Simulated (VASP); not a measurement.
Write the native input for VASP 6.6.1 that does the following.

```
Task                   : single point
Functional             : r2SCAN
Potentials or basis    : VASP PAW PBE potentials, release 64 (Re)
Cutoff                 : 520 eV
k mesh                 : 11 × 11 × 6
Occupations            : fermi-dirac, width 0.05 eV
Spin                   : no spin polarisation
Dipole correction      : no
Further INCAR settings : ALGO = Normal; EDIFF = 1e-07; NBANDS = 14
```

Crystal: Re.

```
CELL_PARAMETERS angstrom
2.76080 0.00000 0.00000
-1.38040 2.39092 0.00000
0.00000 0.00000 4.45820
ATOMIC_POSITIONS crystal
Re 0.66667 0.33333 0.75000
Re 0.33333 0.66667 0.25000
```

The input as run:

POSCAR

```
Re
1.0
    2.7608000000      0.0000000000      0.0000000000
   -1.3804000000      2.3909229348      0.0000000000
    0.0000000000      0.0000000000      4.4582000000
Re
2
Direct
    0.6666666667      0.3333333333      0.7500000000
    0.3333333333      0.6666666667      0.2500000000
```

INCAR.step1

```
ALGO     = Normal         # electronic algorithm
EDIFF    = 1E-4           # SCF threshold, eV
ENCUT    = 520            # plane-wave cutoff, eV
GGA      = PE             # functional
ISMEAR   = -1             # smearing method
LASPH    = T              # aspherical terms in the spheres
LCHARG   = F              # write CHGCAR
LREAL    = F              # projectors in reciprocal space
LWAVE    = T              # write WAVECAR
NBANDS   = 14             # bands
NELM     = 100            # most SCF steps
PREC     = Accurate       # precision mode
SIGMA    = 0.05           # smearing width, eV
```

INCAR.step2

```
ALGO     = Normal         # electronic algorithm
EDIFF    = 1E-7           # SCF threshold, eV
ENCUT    = 520            # plane-wave cutoff, eV
ISIF     = 2              # what is computed and relaxed
ISMEAR   = -1             # smearing method
ISTART   = 1            
LASPH    = T              # aspherical terms in the spheres
LCHARG   = F              # write CHGCAR
LMIXTAU  = T            
LREAL    = F              # projectors in reciprocal space
LWAVE    = F              # write WAVECAR
METAGGA  = R2SCAN         # meta-GGA
NBANDS   = 14             # bands
NELM     = 100            # most SCF steps
PREC     = Accurate       # precision mode
SIGMA    = 0.05           # smearing width, eV
```

KPOINTS

```
k-points
0
Gamma
  11 11 6
```

Potentials or basis: VASP PAW PBE potentials, release 64 (Re).

The run is started by

```console
$ cat potpaw_PBE.64/Re/POTCAR > POTCAR
$ cp INCAR.step1 INCAR
$ mpirun -np 1 vasp_std > vasp.out
$ cp INCAR.step2 INCAR
$ mpirun -np 1 vasp_std > vasp.out
```

It gave:

```json
{"Pressure": "-0.4 GPa", "Band gap on the k mesh": "zero (band 7 reaches 9.01 eV, above the bottom of band 8 at 5.92 eV)"}
```

Caveat: the PAW data sets were made with another functional, which shifts forces and pressure a little; spin-orbit coupling is left out, which moves the levels of the heavy elements.

Wall time 110 s on 1 thread of Intel Xeon 6975P-C, with other jobs on the host, peak memory 0.17 GiB.
